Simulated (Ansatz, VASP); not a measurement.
# One calculation of K, two programs

```xyz
3
Lattice="7.8993 0.0000 0.0000 -3.9497 6.8410 0.0000 0.0000 0.0000 4.6927" Properties=species:S:1:pos:R:3 pbc="T T T"
K     3.9497    6.8410    4.6927
K     0.0000    4.5607    2.3463
K     3.9497    2.2803    2.3463
```

Alike in both runs: task single point; functional RPBE; k mesh 6 × 6 × 8; occupations fermi-dirac, width 0.1 eV; no spin polarisation.

|  | VASP | Ansatz |
| --- | --- | --- |
| version | VASP 6.6.1 | Ansatz 0.2.0 |
| potentials or method | VASP PAW PBE potentials, release 64 (K_sv), cutoff 520 eV | plane waves (420 eV) with PAW, scalar-relativistic |
| valence electrons in the cell | 27 | 27 |

|  | VASP | Ansatz | Ansatz less VASP |
| --- | --- | --- | --- |
| pressure (GPa) | -0.1 | -0.1 | +0.01 |

VASP's potentials were made for PBE, not for RPBE. The functional is the same, so the differences come from potentials, cutoffs and numerics.
